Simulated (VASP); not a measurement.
# LiSi16 (a cell with a defect) in VASP: notebook, part 2 of 2

VASP 6.6.1. Earlier steps stand in the parts before.

## 3. Single point, PBE+D3(BJ)

Input file INCAR:

```
  PREC = Accurate
  ENCUT = 520
  EDIFF = 1E-6
  ISMEAR = -1
  SIGMA = 0.05
  LREAL = Auto
  LASPH = T
  NELM = 60
  ALGO = Normal
  ISIF = 2
  LWAVE = F
  LCHARG = T
  GGA = PE
  IVDW = 12
  LELF = T
  LVHAR = T
  NELECT = 66.0
  NBANDS = 48
```

Input file KPOINTS:

```
Automatic mesh
0
Gamma
  1 1 1
```

Input file POSCAR:

```
LiSi16
1.0
    0.0000000000      5.4300000000      5.4300000000
    5.4300000000      0.0000000000      5.4300000000
    5.4300000000      5.4300000000      0.0000000000
Si Li
16 1
Direct
    0.0125965930     -0.0632267956      0.0970058011
    0.1783116943      0.1658825967      0.0570323204
   -0.0934466851      0.0484249540      0.3849630755
    0.0454447514      0.2508727440      0.8067725599
   -0.0866755985      0.6809813076      0.0227457643
    0.1673457643      0.5672382136      0.1650518416
   -0.0379618785      0.5630337017      0.5326642726
    0.0653419890      0.7277467772      0.6431880295
    0.5385548803     -0.0376767956     -0.0941679558
    0.6982301105      0.0487704420      0.0366113260
    0.6275037753     -0.0315336096      0.4056941989
    0.4171489871      0.1795810313      0.6241668508
    0.5785514733      0.4102203499     -0.0038906998
    0.7087109576      0.4129824125      0.2293505525
    0.4518199816      0.5044991713      0.5365472376
    0.6078953039      0.6315385820      0.6352477901
    0.3021989871      0.7530461326      0.2420894107
```

Potentials or basis: VASP PAW PBE potentials, release 64 (Si, Li_sv).

Run with:

```console
$ cat potpaw_PBE.64/Si/POTCAR potpaw_PBE.64/Li_sv/POTCAR > POTCAR
$ mpirun -np 1 vasp_gam > vasp.out
```

OUTCAR:

```text
PREC = Accurate
   ENCUT = 520
   EDIFF = 1E-6
   ISMEAR = -1
   LREAL = Auto
   LASPH = T
   NELM = 60
   ISIF = 2
   GGA = PE
   IVDW = 12
   NELECT = 66.0
 IVDW          = 12

 ion  position               nearest neighbor table
   1  0.013  0.937  0.097-  10 2.33   6 2.35   4 2.35   3 2.38  17 2.44   2 2.47  11 2.70   5 2.80
                             7 3.13
   2  0.178  0.166  0.057-   4 2.28   9 2.39   3 2.42   1 2.47  17 2.61  12 2.86  14 3.04
   3  0.907  0.048  0.385-   1 2.38  14 2.41   2 2.42  11 2.42   8 2.45  17 2.80  12 3.11
   4  0.045  0.251  0.807-   2 2.28   7 2.31   1 2.35  12 2.37  13 2.94  10 3.05
   5  0.913  0.681  0.023-   6 2.29   8 2.44  10 2.49  14 2.59   1 2.80   9 2.86
   6  0.167  0.567  0.165-   5 2.29   1 2.35   7 2.44  17 2.53  13 2.60
   7  0.962  0.563  0.533-  16 2.27   4 2.31   8 2.39   6 2.44  11 2.95   1 3.13
   8  0.065  0.728  0.643-   7 2.39   5 2.44   3 2.45  15 2.51  17 2.64
   9  0.539  0.962  0.906-  12 2.28  10 2.38   2 2.39  17 2.57   5 2.86
  10  0.698  0.049  0.037-   1 2.33  13 2.35   9 2.38  11 2.40   5 2.49   4 3.05
  11  0.628  0.968  0.406-  16 2.32  12 2.33  10 2.40   3 2.42   1 2.70   7 2.95
  12  0.417  0.180  0.624-   9 2.28  11 2.33  15 2.36   4 2.37   2 2.86  14 3.03   3 3.11
[... 207 lines left out ...]
      4      -4.0538      2.00000
      5      -3.5637      2.00000
      6      -3.4933      2.00000
[... 37 lines left out ...]
     44       8.5557      0.00000
     45       8.7201      0.00000
 [bands above 45 left out]

------------------------ aborting loop because EDIFF is reached ----------------------------------------

 Edisp (eV)   -5.38945

 E8    (eV) :    -2.2170

  FORCE on cell =-STRESS in cart. coord.  units (eV):
  Direction    XX          YY          ZZ          XY          YZ          ZX
  --------------------------------------------------------------------------------------
  -------------------------------------------------------------------------------------
  Total      -6.63985     5.45373     0.48067     0.12803    -3.50075    -0.33773
  in kB     -33.22305    27.28821     2.40507     0.64062   -17.51629    -1.68984
  external pressure =       -1.18 kB  Pullay stress =        0.00 kB

 VOLUME and BASIS-vectors are now :
 -----------------------------------------------------------------------------
  energy-cutoff  :      520.00
  volume of cell :      320.21
      direct lattice vectors                 reciprocal lattice vectors
     0.000000000  5.430000000  5.430000000    -0.092081031  0.092081031  0.092081031
     5.430000000  0.000000000  5.430000000     0.092081031 -0.092081031  0.092081031
     5.430000000  5.430000000  0.000000000     0.092081031  0.092081031 -0.092081031

 POSITION                                       TOTAL-FORCE (eV/Angst)
 -----------------------------------------------------------------------------------
      5.61342      0.59514      5.15508        -0.073676     -0.020519      0.006264
      1.21043      1.27792      1.86898         0.072579      0.069753     -0.049402
      2.35330      7.01293      5.18553        -0.308544     -0.628087     -0.508691
      5.74301      4.62754      1.60900        -0.045490      0.081459     -0.338615
      3.82124      5.08286      8.65708         0.167062     -0.680668     -0.486734
      3.97633      1.80492      3.98879        -0.039159      0.607415      0.385745
[... 9 lines left out ...]
      6.87865      6.75027      6.73013        -0.112106     -0.010396     -0.089718
      5.40359      2.95549      5.72998        -0.055387      0.134244      0.161041
 -----------------------------------------------------------------------------------
    total drift:                                0.007139      0.003839     -0.000095

  FREE ENERGIE OF THE ION-ELECTRON SYSTEM (eV)
  ---------------------------------------------------
  free  energy   TOTEN  =       -86.1479563633 eV

  energy  without entropy=      -86.1433768633  energy(sigma->0) =      -86.14566661
```

OSZICAR:

```text
N       E                     dE             d eps       ncg     rms          rms(c)
DAV:   1     0.317545886247E+03    0.31755E+03   -0.28863E+04    96   0.123E+03
DAV:   2    -0.442925245674E+02   -0.36184E+03   -0.33705E+03   120   0.213E+02
DAV:   3    -0.815244487818E+02   -0.37232E+02   -0.35038E+02   136   0.580E+01
DAV:   4    -0.836073294262E+02   -0.20829E+01   -0.20509E+01   144   0.137E+01
DAV:   5    -0.838149854574E+02   -0.20766E+00   -0.20745E+00   168   0.325E+00    0.142E+01
DAV:   6    -0.812672162368E+02    0.25478E+01   -0.42697E+00   112   0.674E+00    0.832E+00
DAV:   7    -0.807703404831E+02    0.49688E+00   -0.22622E+00   128   0.425E+00    0.290E+00
DAV:   8    -0.807546202344E+02    0.15720E-01   -0.18768E-01   112   0.151E+00    0.100E+00
DAV:   9    -0.807561457348E+02   -0.15255E-02   -0.19728E-02   120   0.510E-01    0.344E-01
DAV:  10    -0.807577211885E+02   -0.15755E-02   -0.58006E-03   112   0.250E-01    0.147E-01
DAV:  11    -0.807582761195E+02   -0.55493E-03   -0.10750E-03   120   0.116E-01    0.660E-02
DAV:  12    -0.807584439908E+02   -0.16787E-03   -0.21881E-04   112   0.499E-02    0.271E-02
DAV:  13    -0.807585027847E+02   -0.58794E-04   -0.83388E-05   120   0.306E-02    0.866E-03
DAV:  14    -0.807585073002E+02   -0.45155E-05   -0.65302E-06   128   0.850E-03    0.417E-03
DAV:  15    -0.807585089115E+02   -0.16113E-05   -0.22675E-06    96   0.492E-03    0.163E-03
DAV:  16    -0.807585091327E+02   -0.22115E-06   -0.24583E-07    72   0.181E-03
   1 F= -.86147956E+02 E0= -.86145667E+02  d E =-.457950E-02
```

Run time: 35 s. Hardware: 1 thread of Intel Xeon Platinum 8488C (Sapphire Rapids), shared host; peak memory 0.42 GiB.

What came out:

```yaml
Free_energy: -86.1480 eV
Largest_force: 0.871 eV/Å
Dispersion_energy_per_atom: -0.317 eV
```

Forces on the atoms (eV/Å):
```
Si  -0.074 -0.021  0.006
Si   0.073  0.070 -0.049
Si  -0.309 -0.628 -0.509
Si  -0.045  0.081 -0.339
Si   0.167 -0.681 -0.487
Si  -0.039  0.607  0.386
Si  -0.147  0.020  0.194
Si  -0.077 -0.114 -0.152
Si   0.117  0.000 -0.261
Si  -0.058  0.048  0.019
Si  -0.079  0.388  0.283
Si   0.583  0.046  0.645
Si  -0.019  0.054 -0.036
Si   0.036  0.191  0.360
Si   0.038 -0.187 -0.131
Si  -0.112 -0.010 -0.090
Li  -0.055  0.134  0.161
```

Caveat: the k points lie up to 1.00 Å⁻¹ apart, too coarse for converged energies, forces and pressures; the cell carries a net charge on a neutralising background, which shifts energy and pressure; the cell is charged against a uniform background, so pressure and absolute levels hang on convention; the cutoff is under 1.25 times the usual one of these potentials, so pressure, stress and relaxed cells hold a basis-set (Pulay) error.

## 4. Single point, PBE+D3(BJ)

Input file INCAR:

```
ALGO = Normal
EDIFF = 1E-6
ENCUT = 520
GGA = PE
ISIF = 2
ISMEAR = -1
IVDW = 12
LASPH = True
LCHARG = False
LREAL = Auto
LWAVE = False
NBANDS = 48
NELECT = 66.0
NELM = 60
PREC = Accurate
SIGMA = 0.05
```

Input file KPOINTS:

```
k-points
0
Gamma
  1 1 1
```

Input file POSCAR:

```
LiSi16
1.0
    0.0000000000      5.4300000000      5.4300000000
    5.4300000000      0.0000000000      5.4300000000
    5.4300000000      5.4300000000      0.0000000000
Si Li
16 1
Direct
    0.1481345304     -0.1087146409     -0.0502348987
   -0.0913372928      0.1754949355      0.0820442910
   -0.0564635359     -0.2041637201      0.3453349908
    0.2533444751      0.1796109576      0.8405109576
   -0.2404940147      0.6061302947     -0.1492098527
    0.3402395028      0.5550002762      0.1868161142
    0.1504883057      0.4121175875      0.5473492634
    0.0695446593      0.6918350829      0.6169691529
    0.3845895028      0.0655197053      0.1008211786
    0.7690133517      0.0055912523     -0.0211326888
    0.6186561694     -0.1592928177      0.3399434622
    0.5568758748      0.2721666667      0.7688239411
    0.6101880295      0.3471983425     -0.0214202578
    0.5480314917      0.7035410681      0.1609473297
    0.4358670350      0.6084429098      0.5539290976
    0.7695412523      0.5306397790      0.5911830571
   -0.0234715470      1.1339371087      0.4277802026
```

Run with:

```console
$ cat potpaw_PBE.64/Si/POTCAR potpaw_PBE.64/Li_sv/POTCAR > POTCAR
$ mpirun -np 1 vasp_gam > vasp.out
```

It took 32 s on 1 thread of Intel Xeon Platinum 8488C (Sapphire Rapids), shared host; peak memory 0.42 GiB.

The run converged. Its results:

| Item | Value |
| --- | --- |
| Free energy | -89.6779 eV |
| Largest force | 1.653 eV/Å |
| Dispersion energy per atom | -0.314 eV |

Forces in eV/Å, atoms in the order of the input:
```
Si  -0.023 -0.147  0.026
Si   0.031  0.381  0.202
Si   0.162 -0.029  0.635
Si   0.039  0.044 -0.283
Si   0.447  0.567 -0.021
Si   0.034 -0.191 -0.150
Si  -0.095 -0.083 -0.231
Si  -0.052  0.147  0.009
Si  -0.123  0.288  0.122
Si  -0.068  0.115  0.137
Si   0.205 -0.171 -0.244
Si  -1.336 -0.782 -0.578
Si   1.468  0.453  0.165
Si  -0.082 -0.119  0.135
Si   0.003  0.099  0.134
Si  -0.716 -0.418 -0.082
Li   0.106 -0.155  0.023
```

Levels at points of the mesh, in eV from the Fermi level:
| k point | band 30 | band 31 | band 32 | band 33 | band 34 | band 35 | band 36 | band 37 |
| --- | --- | --- | --- | --- | --- | --- | --- | --- |
| (0.00, 0.00, 0.00) | -1.31 | -1.11 | -0.80 | -0.27 | 0.27 | 0.59 | 0.94 | 1.32 |

Caveat: the k points lie up to 1.00 Å⁻¹ apart, too coarse for converged energies, forces and pressures; the cell carries a net charge on a neutralising background, which shifts energy and pressure; the cell is charged against a uniform background, so pressure and absolute levels hang on convention; the cutoff is under 1.25 times the usual one of these potentials, so pressure, stress and relaxed cells hold a basis-set (Pulay) error.
